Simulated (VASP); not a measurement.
Wanted: the native input for a VASP 6.6.1 run.

| Item | Value |
| --- | --- |
| Task | relaxation of cell and atoms |
| Functional | PBE |
| Potentials or basis | VASP PAW PBE potentials, release 64 (Hf_pv, O) |
| Cutoff | 600 eV |
| k mesh | 5 × 6 × 5 |
| Occupations | fermi-dirac, width 0.05 eV |
| Spin | no spin polarisation |
| Dipole correction | no |
| Further INCAR settings | ALGO = Normal; EDIFF = 1e-06; IBRION = 2; EDIFFG = -0.01; NSW = 60; ISIF = 3 |

The structure of HfO2 lies in POSCAR:

```
HfO2
1.0
    5.2194633600      0.0000000000      0.0000000000
    0.0000000000      5.0047636900      0.0000000000
    0.0000000000      0.0000000000      5.0326850500
Hf O
4 8
Direct
    0.9669940000      0.7325208200      0.7414403500
    0.5330060000      0.7325208200      0.2414403500
    0.4669940000      0.2674791800      0.7414403500
    0.0330060000      0.2674791800      0.2414403500
    0.6321274500      0.9286454000      0.8792672600
    0.8678725500      0.9286454000      0.3792672600
    0.2339485200      0.5398830500      0.4922923900
    0.2660514800      0.5398830500      0.9922923900
    0.7660514800      0.4601169500      0.9922923900
    0.7339485200      0.4601169500      0.4922923900
    0.1321274500      0.0713546000      0.8792672600
    0.3678725500      0.0713546000      0.3792672600
```

One way to write it, as run:

INCAR

```
SYSTEM = HfO2
ALGO     = Normal         ! electronic algorithm
EDIFF    = 1E-6           ! SCF threshold, eV
EDIFFG   = -0.01          ! ionic threshold
ENCUT    = 600            ! plane-wave cutoff, eV
GGA      = PE             ! functional
IBRION   = 2              ! ionic algorithm
ISIF     = 3              ! what is computed and relaxed
ISMEAR   = -1             ! smearing method
LASPH    = .True.         ! aspherical terms in the spheres
LCHARG   = .False.        ! write CHGCAR
LREAL    = .False.        ! projectors in reciprocal space
LWAVE    = .False.        ! write WAVECAR
NELM     = 60             ! most SCF steps
NSW      = 60             ! ionic steps
PREC     = Accurate       ! precision mode
SIGMA    = 0.05           ! smearing width, eV
```

KPOINTS

```
k-points
0
Gamma
  5 6 5
  0 0 0
```

Potentials or basis: VASP PAW PBE potentials, release 64 (Hf_pv, O).

Run with:

```bash
$ cat potpaw_PBE.64/Hf_pv/POTCAR potpaw_PBE.64/O/POTCAR > POTCAR
$ mpirun -np 1 vasp_std > vasp.out
```

It gave:

- Relaxed volume: 11.24 Å³/atom
- Relaxed cell: a = 5.266 Å, b = 5.046 Å, c = 5.077 Å, α = 90.00°, β = 90.00°, γ = 90.00°
- Space group after relaxing (to 0.1 Å): Pca2_1 (No. 29)
- Energy gained by relaxing: 5.1 meV/atom
- Ionic steps: 17
- Pressure after relaxing: 0.0 GPa
- Largest force after relaxing: 0.008 eV/Å
- Band gap on the k mesh: 4.38 eV (least direct gap 4.61 eV)

Caveat: spin-orbit coupling is left out, which moves the levels of the heavy elements.

It took 48 min on 1 thread of Oxide Virtual Turin-like Processor, on a shared host, peak memory 0.38 GiB.
